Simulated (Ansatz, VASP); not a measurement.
## TaRu: VASP beside Ansatz

```
CELL_PARAMETERS angstrom
3.16561 0.00000 0.00000
0.00000 3.16561 0.00000
0.00000 0.00000 3.16561
ATOMIC_POSITIONS crystal
Ta 0.50000 0.50000 0.50000
Ru 0.00000 0.00000 0.00000
```

Change from the starting cell: volume scaled by 0.98, crystal datasets.

Alike in both runs: task electric field gradients; functional LDA; k mesh 13 × 13 × 13; occupations fermi-dirac, width 0.03 eV; no spin polarisation.

|  | VASP | Ansatz |
| --- | --- | --- |
| version | VASP 6.6.1 | Ansatz 0.2.0 |
| potentials or method | VASP PAW LDA potentials, release 64 (Ta_pv, Ru_pv), cutoff 520 eV | all-electron PAW with datasets made for the crystal, scalar-relativistic |

VASP gave:

| Item | Value |
| --- | --- |
| pressure (GPa) | -11.0 |

Estimate Ansatz's values.

pressure (GPa): -11.7.

LDA's correlation is that of Perdew and Zunger in VASP and of Perdew and Wang (1992) in Ansatz. Ansatz ran all-electron here, and VASP with PAW potentials.

Spin-orbit coupling is off throughout.
